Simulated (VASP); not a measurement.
Crystal: Ti2O.

```
CELL_PARAMETERS angstrom
2.91940 0.00000 0.00000
-1.45970 2.52827 0.00000
0.00000 0.00000 4.71300
ATOMIC_POSITIONS crystal
Ti 0.66667 0.33333 0.27874
Ti 0.33333 0.66667 0.72126
O 0.00000 0.00000 0.00000
```

Base run:

```yaml
Program: VASP 6.6.1
Functional: r2SCAN
Potentials_or_basis: VASP PAW PBE potentials, release 64 (Ti_sv, O_h)
Cutoff: 1480 eV
k_mesh: 9 × 9 × 5
Occupations: gaussian, width 0.1 eV
Spin: no spin polarisation
```

Its results: band gap on the k mesh zero (bands 15 and 16 overlap by 0.72 eV); pressure 10.1 GPa; largest force 1.026 eV/Å.

Problem. After a change of settings the same cell gave: band gap on the k mesh zero (bands 15 and 16 overlap by 0.28 eV); pressure 11.3 GPa; largest force 1.117 eV/Å. Which change was it?
A. k mesh from 9 × 9 × 5 to 3 × 3 × 2
B. occupations from gaussian, width 0.1 eV to gaussian, width 0.01 eV
C. potentials or basis from VASP PAW PBE potentials, release 64 (Ti_sv, O_h) to VASP PAW PBE potentials, release 64 (Ti_sv, O); cutoff from 1480 eV to 660 eV; k mesh from 9 × 9 × 5 to 24 × 24 × 12

Solution. A.

Caveats: some runs use coarse meshes; the PAW data sets were made with another functional, which shifts forces and pressure a little; the stress differs along the axes, from 8 to 15 GPa (at least some runs).
